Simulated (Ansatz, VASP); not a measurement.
# AlN: VASP beside Ansatz

INCAR

```
SYSTEM = AlN
PREC = Accurate
ENCUT = 520
EDIFF = 1E-6
ISMEAR = -1
SIGMA = 0.02
LREAL = .FALSE.
LASPH = .TRUE.
NELM = 80
ALGO = Normal
ISIF = 2
LWAVE = .FALSE.
LCHARG = .FALSE.
NBANDS = 11
```

Contents of KPOINTS:

```
regular mesh
0
G
  10 10 10
  0 0 0
```

POSCAR

```
AlN
1.0
    0.0395600000      1.9977800000      1.9977800000
    1.9977800000      0.0395600000      1.9977800000
    1.9977800000      1.9977800000      0.0395600000
Al N
1 1
Direct
    0.0000000000      0.0000000000      0.0000000000
    0.5000000000      0.5000000000      0.5000000000
```

Input for Ansatz:

```yaml
crystal:
  lattice:
    - [0.03956, 1.99778, 1.99778]
    - [1.99778, 0.03956, 1.99778]
    - [1.99778, 1.99778, 0.03956]
  atoms:
    - { symbol: Al, position: [0.0, 0.0, 0.0] }
    - { symbol: "N", position: [0.5, 0.5, 0.5] }
kpoints:
  mp_grid: { grid: [10, 10, 10] }
  band_path:
    path:
      - [0.0, 0.0, 0.0]
      - [0.5, 0.5, 0.5]
      - [0.2451701269, 0.5, 0.7548298731]
      - [-0.2451701269, 0.2451701269, 0.5]
      - [0.0, 0.0, 0.5]
      - [0.0, 0.0, 0.0]
      - [-0.3725850634, 0.0, 0.3725850634]
      - [0.0, 0.3725850634, 0.6274149366]
      - [0.0, 0.5, 0.5]
    npoints: 5
scf:
  occupations: { method: fermi_dirac, width: 0.02 }
hamiltonian:
  xc: lda
  pseudopotentials: { kind: all_electron, lapw: { basis_error: 0.001 } }
output:
  forces: true
  stress: true
  eigenvalues: true
```

Change from the starting cell: equal xy, yz and zx shear strains of +2 %.

Alike in both runs: task single point; functional LDA; k mesh 10 × 10 × 10; occupations fermi-dirac, width 0.02 eV; no spin polarisation.

|  | VASP | Ansatz |
| --- | --- | --- |
| version | VASP 6.6.1 | Ansatz 0.2.0 |
| potentials or method | VASP PAW LDA potentials, release 64 (Al, N), cutoff 520 eV | all-electron LAPW, scalar-relativistic |

Ansatz gave:

| Item | Value |
| --- | --- |
| gap on the k mesh at the Fermi level (eV) | 4.61 |
| pressure (GPa) | 12.6 |
| traceless stress, the component that is largest in VASP (GPa) | -7.09 |

Question: Which values does VASP return?

Answer: gap on the k mesh at the Fermi level (eV): 4.60; pressure (GPa): 13.4; traceless stress, the component that is largest in VASP (GPa): -7.08.

LDA's correlation is that of Perdew and Zunger in VASP and of Perdew and Wang (1992) in Ansatz. Ansatz ran all-electron here, and VASP with PAW potentials.
